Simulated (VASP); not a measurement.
# Ta2N (P-3m1) in VASP: further runs

The runs below take Ta2N through single point, with r2SCAN, r2SCAN+U, PBEsol.

Program: VASP 6.6.1. These are calculated values, not measurements. Logs are shortened: lines on timing, memory, paths and dates and some standing lists are left out, and cuts for length are marked.

### 1 The cell of the first run

Symmetry: P-3m1, No. 164, trigonal system. Conventional cell: a = 3.113 Å, b = 3.113 Å, c = 4.870 Å, α = 90.00°, β = 90.00°, γ = 120.00°. Ta (site symmetry 3m) has 3 N at 2.18 Å and 12 Ta at 2.99 to 3.11 Å within 3.2 Å. N (site symmetry -3m) has 6 Ta at 2.18 Å within 2.9 Å.

### 2 Single point, r2SCAN, non-collinear spin, zero start, spin-orbit coupling

POSCAR reads:

```
Ta2N
1.0
    3.1128615060      0.0000000000      0.0000000000
   -1.5564307530      2.6958171426      0.0000000000
    0.0000000000      0.0000000000      4.8698410000
Ta N
2 1
Direct
    0.3333333333      0.6666666667      0.2547110000
    0.6666666667      0.3333333333      0.7452890000
    0.0000000000      0.0000000000      0.0000000000
```

INCAR.step1 reads:

```
SYSTEM = Ta2N
ALGO     = Normal         ! electronic algorithm
EDIFF    = 1E-4           ! SCF threshold, eV
ENCUT    = 520            ! plane-wave cutoff, eV
GGA      = PE             ! functional
GGA_COMPAT= .FALSE.      
ISMEAR   = -1             ! smearing method
LASPH    = .TRUE.         ! aspherical terms in the spheres
LCHARG   = .FALSE.        ! write CHGCAR
LMAXMIX  = 4              ! l up to which the mixer works
LREAL    = .FALSE.        ! projectors in reciprocal space
LSORBIT  = .TRUE.         ! spin-orbit coupling
LWAVE    = .TRUE.         ! write WAVECAR
MAGMOM   = 0 0 0 0 0 0 0 0 0 ! initial moments
NBANDS   = 40             ! bands
NELM     = 150            ! most SCF steps
PREC     = Accurate       ! precision mode
SIGMA    = 0.05           ! smearing width, eV
```

INCAR.step2 reads:

```
SYSTEM = Ta2N
ALGO     = Normal         ! electronic algorithm
EDIFF    = 1E-6           ! SCF threshold, eV
ENCUT    = 520            ! plane-wave cutoff, eV
GGA_COMPAT= .FALSE.      
ISIF     = 2              ! what is computed and relaxed
ISMEAR   = -1             ! smearing method
ISTART   = 1            
LASPH    = .TRUE.         ! aspherical terms in the spheres
LCHARG   = .TRUE.         ! write CHGCAR
LMAXMIX  = 4              ! l up to which the mixer works
LMIXTAU  = .TRUE.       
LORBIT   = 11             ! projections on sites
LORBMOM  = .TRUE.       
LREAL    = .FALSE.        ! projectors in reciprocal space
LSORBIT  = .TRUE.         ! spin-orbit coupling
LVHAR    = .TRUE.       
LWAVE    = .FALSE.        ! write WAVECAR
MAGMOM   = 0 0 0 0 0 0 0 0 0 ! initial moments
METAGGA  = R2SCAN         ! meta-GGA
NBANDS   = 40             ! bands
NELM     = 150            ! most SCF steps
PREC     = Accurate       ! precision mode
SIGMA    = 0.05           ! smearing width, eV
```

KPOINTS reads:

```
k-points
0
G
  10 10 6
  0 0 0
```

Potentials or basis: VASP PAW PBE potentials, release 64 (Ta_pv, N).

On the command line:

```console
$ cat potpaw_PBE.64/Ta_pv/POTCAR potpaw_PBE.64/N/POTCAR > POTCAR
$ cp INCAR.step1 INCAR
$ mpirun -np 1 vasp_ncl > vasp.out
$ cp INCAR.step2 INCAR
$ mpirun -np 1 vasp_ncl > vasp.out
```

OUTCAR:

```text
SYSTEM = Ta2N
   EDIFF = 1E-6
   ENCUT = 520
   ISIF = 2
   ISMEAR = -1
   ISTART = 1
   LASPH = .TRUE.
   LORBIT = 11
   LREAL = .FALSE.
   LSORBIT = .TRUE.
   METAGGA = R2SCAN
   NELM = 150
   PREC = Accurate

 ion  position               nearest neighbor table
   1  0.333  0.667  0.255-   3 2.18   3 2.18   3 2.18   2 2.99   2 2.99   2 2.99   2 3.06   2 3.06
                             2 3.06
   2  0.667  0.333  0.745-   3 2.18   3 2.18   3 2.18   1 2.99   1 2.99   1 2.99   1 3.06   1 3.06
                             1 3.06
   3  0.000  0.000  0.000-   1 2.18   2 2.18   1 2.18   2 2.18   2 2.18   1 2.18

  LATTYP: Found a hexagonal cell.
 ALAT       =     3.1128615060
 C/A-ratio  =     1.5644258476

  Lattice vectors:

 A1 = (   3.1128615060,   0.0000000000,   0.0000000000)
 A2 = (  -1.5564307530,   2.6958171426,   0.0000000000)
 A3 = (   0.0000000000,   0.0000000000,   4.8698410000)

Analysis of symmetry for initial positions (statically):
=====================================================================
 Subroutine PRICEL returns:
 Original cell was already a primitive cell.

 Routine SETGRP: Setting up the symmetry group for a
 hexagonal supercell.

 Subroutine GETGRP returns: Found 12 space group operations
 (whereof 12 operations were pure point group operations)
 out of a pool of 24 trial point group operations.

The static configuration has the point symmetry D_3d.

Analysis of symmetry for dynamics (positions and initial velocities):
=====================================================================
 Subroutine PRICEL returns:
 Original cell was already a primitive cell.

 Routine SETGRP: Setting up the symmetry group for a
 hexagonal supercell.

 Subroutine GETGRP returns: Found 12 space group operations
 (whereof 12 operations were pure point group operations)
 out of a pool of 24 trial point group operations.

The dynamic configuration has the point symmetry D_3d.

Analysis of structural, dynamic, and magnetic symmetry:
=====================================================================
 Subroutine PRICEL returns:
 Original cell was already a primitive cell.

 Routine SETGRP: Setting up the symmetry group for a
 hexagonal supercell.

 Subroutine GETGRP returns: Found 12 space group operations
 (whereof 12 operations were pure point group operations)
 out of a pool of 24 trial point group operations.

The overall configuration has the point symmetry D_3d.

 Subroutine INISYM returns: Found 12 space group operations
 (whereof 12 operations are pure point group operations),
 and found     1 'primitive' translations

----------------------------------------------------------------------------------------

                                     Primitive cell

  volume of cell :      40.8663

  direct lattice vectors                    reciprocal lattice vectors
     3.112861506  0.000000000  0.000000000     0.321247829  0.185472520  0.000000000
    -1.556430753  2.695817143  0.000000000     0.000000000  0.370945041  0.000000000
     0.000000000  0.000000000  4.869841000     0.000000000  0.000000000  0.205345513

  length of vectors
     3.112861506  3.112861506  4.869841000     0.370945041  0.370945041  0.205345513

  position of ions in fractional coordinates (direct lattice)
     0.333333333  0.666666667  0.254711000
     0.666666667  0.333333333  0.745289000
     0.000000000  0.000000000  0.000000000

  ion indices of the primitive-cell ions
   primitive index   ion index
                 1           1
                 2           2
                 3           3

----------------------------------------------------------------------------------------

 KPOINTS: k-points

Automatic generation of k-mesh.
 Grid dimensions read from file:
 generate k-points for:   10   10    6

 Generating k-lattice:

  Cartesian coordinates                     Fractional coordinates (reciprocal lattice)
     0.032124783  0.018547252  0.000000000     0.100000000  0.000000000  0.000000000
     0.000000000  0.037094504  0.000000000     0.000000000  0.100000000  0.000000000
     0.000000000  0.000000000  0.034224252     0.000000000  0.000000000  0.166666667

  Length of vectors
     0.037094504  0.037094504  0.034224252

  Shift w.r.t. Gamma in fractional coordinates (k-lattice)
     0.000000000  0.000000000  0.000000000

 Subroutine IBZKPT returns following result:
[... 78 lines left out ...]
   LEPSILON=     F    determine dielectric tensor
   LRPA    =     F    only Hartree local field effects (RPA)
  energy-cutoff  :      520.00
  volume of cell :       40.87
 maximum number of plane-waves:      2228
 NGX is ok and might be reduce to    24
   NGX = 11   NGY = 11   NGZ = 19

 number of electron      26.9999996 magnetization       0.0000000      0.0000000      0.0000000

 number of electron      26.9999996 magnetization      -0.0000000      0.0000000     -0.0000000

 number of electron      26.9999996 magnetization      -0.0000000     -0.0000000     -0.0000000

 Free energy of the ion-electron system (eV)
  ---------------------------------------------------
  ext. energy  EPLUGINS =         0.00000000
  ---------------------------------------------------
  free energy    TOTEN  =      -110.34235532 eV

  energy without entropy =     -110.32993628  energy(sigma->0) =     -110.33614580

 E-fermi :   7.4737     XC(G=0): -13.9151

 val. band max:        7.4518276647   @ k =   0.1000  -0.0000   0.0000
 cond. band min:       7.4810071316   @ k =   0.0000   0.3000   0.1667
 fundamental gap:      0.0291794669
 Fermi energy:         7.4736609417

 k-point     1 :       0.0000    0.0000    0.0000
  band No.  band energies     occupation
      1     -34.3758      1.00000
      2     -34.3758      1.00000
      3     -34.1100      1.00000
      4     -34.1100      1.00000
      5     -26.9539      1.00000
      6     -26.9539      1.00000
[... 997 lines left out ...]
     38      12.1869      0.00000
     39      13.0313      0.00000

 [... further k-points ...]

 [bands above 39 left out]

------------------------ aborting loop because EDIFF is reached ----------------------------------------

  FORCE on cell =-STRESS in cart. coord.  units (eV):
  Direction    XX          YY          ZZ          XY          YZ          ZX
  --------------------------------------------------------------------------------------
  -------------------------------------------------------------------------------------
  Total       -1.2102127     -1.2102127     -0.5846340      0.0000000      0.0000000      0.0000000
  in kB      -47.4468369    -47.4468369    -22.9207945      0.0000000      0.0000000      0.0000000
  external PRESSURE =     -39.2714894 kB  Pullay stress =       0.0000000 kB

 VOLUME and BASIS-vectors are now :
 -----------------------------------------------------------------------------
  energy-cutoff  :      520.00
  volume of cell :       40.87
      direct lattice vectors                 reciprocal lattice vectors
     3.112861506  0.000000000  0.000000000     0.321247829  0.185472520  0.000000000
    -1.556430753  2.695817143  0.000000000     0.000000000  0.370945041  0.000000000
     0.000000000  0.000000000  4.869841000     0.000000000  0.000000000  0.205345513

 POSITION                                       TOTAL-FORCE (eV/Angst)
 -----------------------------------------------------------------------------------
     -0.00000      1.79721      1.24040        -0.000000      0.000000      0.159396
      1.55643      0.89861      3.62944         0.000000     -0.000000     -0.159396
      0.00000      0.00000      0.00000        -0.000000      0.000000      0.000000
 -----------------------------------------------------------------------------------
    total drift:                               -0.000000      0.000000      0.000000

  FREE ENERGIE OF THE ION-ELECTRON SYSTEM (eV)
  ---------------------------------------------------
  free  energy   TOTEN  =      -110.3423553216 eV

  energy  without entropy=     -110.3299362761  energy(sigma->0) =     -110.33614580

 orbital moment (x)

 # of ion     p       d       tot
 ----------------------------------------
  1         0.000  -0.000  -0.000
  2         0.000  -0.000  -0.000
  3        -0.000   0.000  -0.000
 ----------------------------------------
           -0.000  -0.000  -0.000

 orbital moment (y)

 # of ion     p       d       tot
 ----------------------------------------
  1        -0.000   0.000   0.000
  2         0.000   0.000   0.000
  3         0.000   0.000   0.000
 ----------------------------------------
            0.000   0.000   0.000

 orbital moment (z)

 # of ion     p       d       tot
 ----------------------------------------
  1         0.000   0.000   0.000
  2         0.000   0.000   0.000
  3         0.000   0.000   0.000
 ----------------------------------------
            0.000   0.000   0.000

 Spin-Orbit-Coupling matrix elements

 Ion:    1  E_soc:     -1.3083940
 l=   1
     0.0000000    -0.1978614    -0.1980927
    -0.1978614     0.0000000    -0.1978614
    -0.1980927    -0.1978614     0.0000000
 l=   2
     0.0000000    -0.0037796     0.0000000    -0.0037796    -0.0155998
    -0.0037796     0.0000000    -0.0127846    -0.0040939    -0.0037796
     0.0000000    -0.0127846     0.0000000    -0.0127846     0.0000000
    -0.0037796    -0.0040939    -0.0127846     0.0000000    -0.0037796
    -0.0155998    -0.0037796     0.0000000    -0.0037796     0.0000000
 l=   3
     0.0000000     0.0000000     0.0000000     0.0000000     0.0000000     0.0000000     0.0000000
     0.0000000     0.0000000     0.0000000     0.0000000     0.0000000     0.0000000     0.0000000
     0.0000000     0.0000000     0.0000000     0.0000000     0.0000000     0.0000000     0.0000000
     0.0000000     0.0000000     0.0000000     0.0000000     0.0000000     0.0000000     0.0000000
[... 29 lines left out ...]
 l=   2
     0.0000000     0.0000000     0.0000000     0.0000000     0.0000000
     0.0000000     0.0000000     0.0000000     0.0000000     0.0000000
     0.0000000     0.0000000     0.0000000     0.0000000     0.0000000
     0.0000000     0.0000000     0.0000000     0.0000000     0.0000000
     0.0000000     0.0000000     0.0000000     0.0000000     0.0000000
 l=   3
     0.0000000     0.0000000     0.0000000     0.0000000     0.0000000     0.0000000     0.0000000
     0.0000000     0.0000000     0.0000000     0.0000000     0.0000000     0.0000000     0.0000000
     0.0000000     0.0000000     0.0000000     0.0000000     0.0000000     0.0000000     0.0000000
     0.0000000     0.0000000     0.0000000     0.0000000     0.0000000     0.0000000     0.0000000
     0.0000000     0.0000000     0.0000000     0.0000000     0.0000000     0.0000000     0.0000000
     0.0000000     0.0000000     0.0000000     0.0000000     0.0000000     0.0000000     0.0000000
     0.0000000     0.0000000     0.0000000     0.0000000     0.0000000     0.0000000     0.0000000

 total charge

# of ion       s       p       d       tot
------------------------------------------
    1        0.319   6.223   2.352   8.894
    2        0.319   6.223   2.352   8.894
    3        1.254   2.528   0.000   3.782
--------------------------------------------------
tot          1.892  14.974   4.704  21.569

 magnetization (x)

# of ion       s       p       d       tot
------------------------------------------
    1        0.000   0.000   0.000   0.000
    2        0.000   0.000   0.000   0.000
    3        0.000   0.000   0.000   0.000
--------------------------------------------------
tot          0.000   0.000   0.000   0.000

 magnetization (y)

# of ion       s       p       d       tot
------------------------------------------
    1        0.000  -0.000   0.000   0.000
    2        0.000   0.000  -0.000  -0.000
    3        0.000   0.000   0.000   0.000
--------------------------------------------------
tot          0.000   0.000   0.000   0.000

 magnetization (z)

# of ion       s       p       d       tot
------------------------------------------
    1        0.000   0.000   0.000   0.000
    2        0.000   0.000   0.000   0.000
    3        0.000  -0.000   0.000  -0.000
--------------------------------------------------
tot          0.000  -0.000   0.000  -0.000
```

Run time: 11 min. Hardware: 1 thread of AMD EPYC 9R45 (Zen 5), shared host; peak memory 0.35 GiB.

What came out:

| Item | Value |
| --- | --- |
| Free energy | -110.3424 eV |
| Pressure | -3.9 GPa |
| Largest force | 0.159 eV/Å |
| Net moment | 0.00 μB per cell |
| Valence electrons inside the program's atomic spheres | Ta 8.89; N 3.78 |

Forces in eV/Å, atoms in the order of the input:
```
Ta   0.000  0.000  0.159
Ta   0.000  0.000 -0.159
N    0.000  0.000  0.000
```

Moments on the atoms (μB; x, y, z):
```
Ta  0.00 0.00 0.00
Ta  0.00 0.00 0.00
N   0.00 0.00 0.00
```

Caveat: the cell stands under tension; the PAW data sets were made with another functional, which shifts forces and pressure a little.

(Part 1 of 2 ends here.)
